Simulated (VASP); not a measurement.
Input of a VASP 6.6.1 run:

Contents of INCAR:

```
SYSTEM = HC18O
PREC = Accurate
ENCUT = 520
EDIFF = 1E-6
ISMEAR = 0
SIGMA = 0.02
LREAL = Auto
LASPH = .TRUE.
NELM = 150
ALGO = Normal
ISIF = 2
LWAVE = .FALSE.
LCHARG = .TRUE.
ISPIN = 2
MAGMOM = 0 0 0 0 0 0 0 0 0 0 0 0 0 0 0 0 0 0 0 0
LORBIT = 11
GGA = PS
LELF = .TRUE.
LVHAR = .TRUE.
NBANDS = 60
```

File KPOINTS:

```
regular mesh
0
G
  2 2 1
  0 0 0
```

Contents of POSCAR:

```
HC18O
1.0
    7.3980000000      0.0000000000      0.0000000000
   -3.6990000000      6.4068560000      0.0000000000
    0.0000000000      0.0000000000     11.0000000000
C O H
18 1 1
Direct
   -0.0034299034     -0.0008019534      0.0788130909
    0.2187682753      0.1106271157      0.0782448182
   -0.0026959527      0.3325729500      0.0825336364
    0.2175086468      0.4413041280      0.0897338182
   -0.0029721767      0.6663962792      0.0808771818
    0.2175592522      0.7788370770      0.0858255455
    0.3298162884     -0.0009213567      0.0810649091
    0.5526036673      0.1110624306      0.0847055455
    0.3295239063      0.3331551388      0.0835565455
    0.5524485523      0.4433410084      0.0858830000
    0.3275429146      0.6663229203      0.1263345455
    0.5543279855      0.7782934407      0.0933347273
    0.6627516355     -0.0017765344      0.0848482727
    0.8854322232      0.1099952925      0.0796780909
    0.6632656149      0.3326096294      0.0846157273
    0.8848588385      0.4432245707      0.0839886364
    0.6624577017      0.6664139166      0.0855207273
    0.8851488341      0.7772898283      0.0791990000
    0.3210216247      0.6698491429      0.2606299091
    0.1854054933      0.6557590806      0.2797033636
```

Potentials or basis: VASP PAW PBE potentials, release 64 (C, O, H).

Launch:

```sh
$ cat potpaw_PBE.64/C/POTCAR potpaw_PBE.64/O/POTCAR potpaw_PBE.64/H/POTCAR > POTCAR
$ mpirun -np 1 vasp_std > vasp.out
```

Task: Estimate the largest force.

Result: 0.257 eV/Å.

Task: What does it give for the net moment?

Result: 0.00 μB per cell.

Forces in eV/Å, atoms in the order of the input:
```
C   -0.013  0.004 -0.024
C   -0.014 -0.002 -0.017
C   -0.022  0.008 -0.014
C   -0.011  0.015 -0.010
C   -0.007 -0.007 -0.019
C   -0.001 -0.003  0.018
C   -0.012  0.001  0.002
C   -0.022  0.001  0.002
C   -0.014  0.005 -0.010
C   -0.020  0.000 -0.013
C    0.017 -0.004 -0.100
C   -0.033 -0.009 -0.033
C   -0.015  0.001 -0.018
C   -0.013  0.001 -0.012
C   -0.021  0.002 -0.003
C   -0.011  0.004 -0.005
C   -0.010  0.001 -0.030
C   -0.015 -0.003 -0.033
O    0.228  0.019  0.116
H    0.008 -0.034  0.201
```

Caveat: the k points lie up to 0.49 Å⁻¹ apart; there is no dipole correction, which matters where the two faces differ; no moment was typed at the start, so none could form; the PAW data sets were made with another functional, which shifts forces and pressure a little.
